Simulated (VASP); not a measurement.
# VH2 (Fm-3m) in VASP: further runs, part 2 of 2

VASP 6.6.1.

## (5) Single point, PBEsol, collinear spin, ferromagnetic start

The input, INCAR:

```
PREC     = Accurate       # precision mode
ENCUT    = 520            # plane-wave cutoff, eV
EDIFF    = 1E-7           # SCF threshold, eV
ISMEAR   = -1             # smearing method
SIGMA    = 0.1            # smearing width, eV
LREAL    = F              # projectors in reciprocal space
LASPH    = T              # aspherical terms in the spheres
NELM     = 150            # most SCF steps
ALGO     = Normal         # electronic algorithm
ISIF     = 2              # what is computed and relaxed
LWAVE    = F              # write WAVECAR
LCHARG   = T              # write CHGCAR
ISPIN    = 2              # spin polarisation
MAGMOM   = 1 0 0          # initial moments
LORBIT   = 11             # projections on sites
LMAXMIX  = 4              # l up to which the mixer works
GGA      = PS             # functional
LELF     = T              # ELF
LVHAR    = T            
NBANDS   = 18             # bands
```

The input, KPOINTS:

```
Automatic mesh
0
Gamma
  6 6 6
```

The input, POSCAR:

```
VH2
1.0
    0.0000000000      2.1355000000      2.1355000000
    2.1355000000      0.0000000000      2.1355000000
    2.1355000000      2.1355000000      0.0000000000
V H
1 2
Direct
    0.0000000000      0.0000000000      0.0000000000
    0.2500000000      0.2500000000      0.2500000000
    0.7500000000      0.7500000000      0.7500000000
```

Potentials or basis: VASP PAW PBE potentials, release 64 (V_sv, H).

Launch:

```sh
> cat potpaw_PBE.64/V_sv/POTCAR potpaw_PBE.64/H/POTCAR > POTCAR
> mpirun -np 1 vasp_std > vasp.out
```

OUTCAR:

```text
PREC = Accurate
   ENCUT = 520
   EDIFF = 1E-7
   ISMEAR = -1
   LREAL = F
   LASPH = T
   NELM = 150
   ISIF = 2
   ISPIN = 2
   LORBIT = 11
   GGA = PS

 ion  position               nearest neighbor table
   1  0.000  0.000  0.000-   3 1.85   3 1.85   3 1.85   2 1.85   2 1.85   2 1.85   3 1.85   2 1.85

   2  0.250  0.250  0.250-   1 1.85   1 1.85   1 1.85   1 1.85
   3  0.750  0.750  0.750-   1 1.85   1 1.85   1 1.85   1 1.85

  LATTYP: Found a face centered cubic cell.
 ALAT       =     4.2710000000

  Lattice vectors:

 A1 = (   0.0000000000,   2.1355000000,   2.1355000000)
 A2 = (   2.1355000000,   0.0000000000,   2.1355000000)
 A3 = (   2.1355000000,   2.1355000000,   0.0000000000)

Analysis of symmetry for initial positions (statically):
=====================================================================
 Subroutine PRICEL returns:
 Original cell was already a primitive cell.

 Routine SETGRP: Setting up the symmetry group for a
 face centered cubic supercell.

[... 860 lines left out ...]

  FORCE on cell =-STRESS in cart. coord.  units (eV):
  Direction    XX          YY          ZZ          XY          YZ          ZX
  --------------------------------------------------------------------------------------
  -------------------------------------------------------------------------------------
  Total       -1.5064319     -1.5064319     -1.5064319     -0.0000000     -0.0000000     -0.0000000
  in kB     -123.9171365   -123.9171365   -123.9171365     -0.0000000     -0.0000000     -0.0000000
  external PRESSURE =    -123.9171365 kB  Pullay stress =       0.0000000 kB

 VOLUME and BASIS-vectors are now :
 -----------------------------------------------------------------------------
  energy-cutoff  :      520.00
  volume of cell :       19.48
      direct lattice vectors                 reciprocal lattice vectors
     0.000000000  2.135500000  2.135500000    -0.234137204  0.234137204  0.234137204
     2.135500000  0.000000000  2.135500000     0.234137204 -0.234137204  0.234137204
     2.135500000  2.135500000  0.000000000     0.234137204  0.234137204 -0.234137204

 POSITION                                       TOTAL-FORCE (eV/Angst)
 -----------------------------------------------------------------------------------
      0.00000      0.00000      0.00000        -0.000000     -0.000000      0.000000
      1.06775      1.06775      1.06775        -0.000000     -0.000000     -0.000000
      3.20325      3.20325      3.20325         0.000000      0.000000      0.000000
 -----------------------------------------------------------------------------------
    total drift:                               -0.000000      0.000000      0.000000

  FREE ENERGIE OF THE ION-ELECTRON SYSTEM (eV)
  ---------------------------------------------------
  free  energy   TOTEN  =       -17.0647563552 eV

  energy  without entropy=      -17.0266457765  energy(sigma->0) =      -17.04570107

 total charge

# of ion       s       p       d       tot
------------------------------------------
    1        2.210   6.215   3.161  11.586
    2        0.560   0.026   0.000   0.587
    3        0.560   0.026   0.000   0.587
--------------------------------------------------
tot          3.331   6.268   3.161  12.760

 magnetization (x)

# of ion       s       p       d       tot
------------------------------------------
    1        0.000   0.000  -0.000  -0.000
    2        0.000  -0.000   0.000   0.000
    3        0.000  -0.000   0.000   0.000
--------------------------------------------------
tot          0.000   0.000  -0.000  -0.000
```

OSZICAR:

```text
N       E                     dE             d eps       ncg     rms          rms(c)
DAV:   1     0.113057148234E+03    0.11306E+03   -0.72707E+03  1152   0.903E+02
DAV:   2    -0.168283788150E+02   -0.12989E+03   -0.12354E+03  1206   0.280E+02
DAV:   3    -0.195892105859E+02   -0.27608E+01   -0.27358E+01  1294   0.441E+01
DAV:   4    -0.196006733794E+02   -0.11463E-01   -0.11462E-01  1262   0.307E+00
DAV:   5    -0.196007588928E+02   -0.85513E-04   -0.85508E-04  1296   0.251E-01    0.244E+01
DAV:   6    -0.171289043252E+02    0.24719E+01   -0.28177E+00  1192   0.293E+01    0.331E+00
DAV:   7    -0.170834501234E+02    0.45454E-01   -0.25840E-01  1182   0.509E+00    0.279E+00
DAV:   8    -0.170630884201E+02    0.20362E-01   -0.12977E-02  1238   0.123E+00    0.144E+00
DAV:   9    -0.170645910621E+02   -0.15026E-02   -0.31898E-03  1242   0.503E-01    0.357E-01
DAV:  10    -0.170646444854E+02   -0.53423E-04   -0.38450E-04  1206   0.216E-01    0.167E-01
DAV:  11    -0.170647574572E+02   -0.11297E-03   -0.12292E-04  1204   0.110E-01    0.383E-02
DAV:  12    -0.170647556677E+02    0.17894E-05   -0.79045E-06  1262   0.364E-02    0.965E-03
DAV:  13    -0.170647564021E+02   -0.73432E-06   -0.57699E-07  1204   0.868E-03    0.376E-03
DAV:  14    -0.170647563552E+02    0.46827E-07   -0.37328E-08   736   0.252E-03
   1 F= -.17064756E+02 E0= -.17045701E+02  d E =-.381106E-01  mag=    -0.0000
```

stdout:

```text
POSCAR found type information on POSCAR V H
 POSCAR found :  2 types and       3 ions
 scaLAPACK will be used
 -----------------------------------------------------------------------------
|                                                                             |
|                                                                             |
|     You enforced a specific xc type in the INCAR file but a different       |
|     I HOPE YOU KNOW WHAT YOU ARE DOING!                                     |
|                                                                             |
 -----------------------------------------------------------------------------

 LDA part: xc-table for (Slater+PW92), standard interpolation
 POSCAR, INCAR and KPOINTS ok, starting setup
 FFT: planning ... GRIDC
 FFT: planning ... GRID_SOFT
 FFT: planning ... GRID
 WAVECAR not read
 entering main loop
```

Wall time 21 s (1 thread of AMD EPYC 7R13 (Zen 3), shared host); peak memory 0.12 GiB.

Results:

```yaml
Free_energy: -17.0648 eV
Pressure: -12.4 GPa
Net_moment: 0.00 μB per cell
Valence_electrons_inside_the_program's_atomic_spheres: V 11.59; H 0.59
```

Caveat: the k points lie up to 0.42 Å⁻¹ apart; the PAW data sets were made with another functional, which shifts forces and pressure a little.

## (6) Single point, PBEsol, collinear spin, ferromagnetic start

The input, INCAR:

```
SYSTEM = VH2
PREC     = Accurate       ! precision mode
ENCUT    = 520            ! plane-wave cutoff, eV
EDIFF    = 1E-6           ! SCF threshold, eV
ISMEAR   = -1             ! smearing method
SIGMA    = 0.1            ! smearing width, eV
LREAL    = .False.        ! projectors in reciprocal space
LASPH    = .True.         ! aspherical terms in the spheres
NELM     = 150            ! most SCF steps
ALGO     = Normal         ! electronic algorithm
ISIF     = 2              ! what is computed and relaxed
LWAVE    = .False.        ! write WAVECAR
LCHARG   = .False.        ! write CHGCAR
ISPIN    = 2              ! spin polarisation
MAGMOM   = 1 0 0          ! initial moments
LORBIT   = 11             ! projections on sites
LMAXMIX  = 4              ! l up to which the mixer works
GGA      = PS             ! functional
NBANDS   = 18             ! bands
```

The input, KPOINTS:

```
Automatic mesh
0
Gamma
  8 8 8
  0 0 0
```

POSCAR is that of step 5.

Potentials or basis: VASP PAW PBE potentials, release 64 (V_sv, H).

Launch:

```sh
> cat potpaw_PBE.64/V_sv/POTCAR potpaw_PBE.64/H/POTCAR > POTCAR
> mpirun -np 1 vasp_std > vasp.out
```

OUTCAR:

```text
SYSTEM = VH2
   PREC = Accurate
   ENCUT = 520
   EDIFF = 1E-6
   ISMEAR = -1
   LREAL = .False.
   LASPH = .True.
   NELM = 150
   ISIF = 2
   ISPIN = 2
   LORBIT = 11
   GGA = PS

 ion  position               nearest neighbor table
   1  0.000  0.000  0.000-   3 1.85   3 1.85   3 1.85   2 1.85   2 1.85   2 1.85   3 1.85   2 1.85

   2  0.250  0.250  0.250-   1 1.85   1 1.85   1 1.85   1 1.85
   3  0.750  0.750  0.750-   1 1.85   1 1.85   1 1.85   1 1.85

  LATTYP: Found a face centered cubic cell.
 ALAT       =     4.2710000000

  Lattice vectors:

 A1 = (   0.0000000000,   2.1355000000,   2.1355000000)
 A2 = (   2.1355000000,   0.0000000000,   2.1355000000)
 A3 = (   2.1355000000,   2.1355000000,   0.0000000000)

[... 1226 lines left out ...]
  volume of cell :       19.48
      direct lattice vectors                 reciprocal lattice vectors
     0.000000000  2.135500000  2.135500000    -0.234137204  0.234137204  0.234137204
     2.135500000  0.000000000  2.135500000     0.234137204 -0.234137204  0.234137204
     2.135500000  2.135500000  0.000000000     0.234137204  0.234137204 -0.234137204

 POSITION                                       TOTAL-FORCE (eV/Angst)
 -----------------------------------------------------------------------------------
      0.00000      0.00000      0.00000         0.000000      0.000000     -0.000000
      1.06775      1.06775      1.06775        -0.000000      0.000000      0.000000
      3.20325      3.20325      3.20325         0.000000     -0.000000      0.000000
 -----------------------------------------------------------------------------------
    total drift:                               -0.000000      0.000000      0.000000

  FREE ENERGIE OF THE ION-ELECTRON SYSTEM (eV)
  ---------------------------------------------------
  free  energy   TOTEN  =       -17.0466814896 eV

  energy  without entropy=      -16.9879141647  energy(sigma->0) =      -17.01729783

 total charge

# of ion       s       p       d       tot
------------------------------------------
    1        2.210   6.216   3.159  11.585
    2        0.561   0.026   0.000   0.587
    3        0.561   0.026   0.000   0.587
--------------------------------------------------
tot          3.332   6.268   3.159  12.759

 magnetization (x)

# of ion       s       p       d       tot
------------------------------------------
    1        0.000   0.000   0.001   0.001
    2       -0.000   0.000   0.000  -0.000
    3       -0.000   0.000   0.000  -0.000
--------------------------------------------------
tot         -0.000   0.000   0.001   0.001
```

It took 38 s on 1 thread of AMD EPYC 7R13 (Zen 3), shared host; peak memory 0.12 GiB.

Results:

```yaml
Free_energy: -17.0467 eV
Pressure: -11.9 GPa
Net_moment: 0.00 μB per cell
Valence_electrons_inside_the_program's_atomic_spheres: V 11.59; H 0.59
```

Caveat: the PAW data sets were made with another functional, which shifts forces and pressure a little.

## (7) Overview

```csv
k mesh,gap on the mesh (eV),pressure (GPa),moment (μB)
3 × 3 × 3,none,-10.9,0.29
4 × 4 × 4,none,-10.2,0.55
5 × 5 × 5,none,-11.3,0.29
6 × 6 × 6,none,-12.4,0.00
8 × 8 × 8,none,-11.9,0.00
```

Alike in all rows: task single point; level PBEsol; potentials or basis VASP PAW PBE potentials, release 64 (V_sv, H); spin collinear, ferromagnetic start; cell as given; cutoff (eV) 520; smearing fermi-dirac 0.1 eV.

Caveats: some runs use coarse meshes; the PAW data sets were made with another functional, which shifts forces and pressure a little.

Total energies depend on the potentials used, so only differences within one code and one set of settings carry meaning.
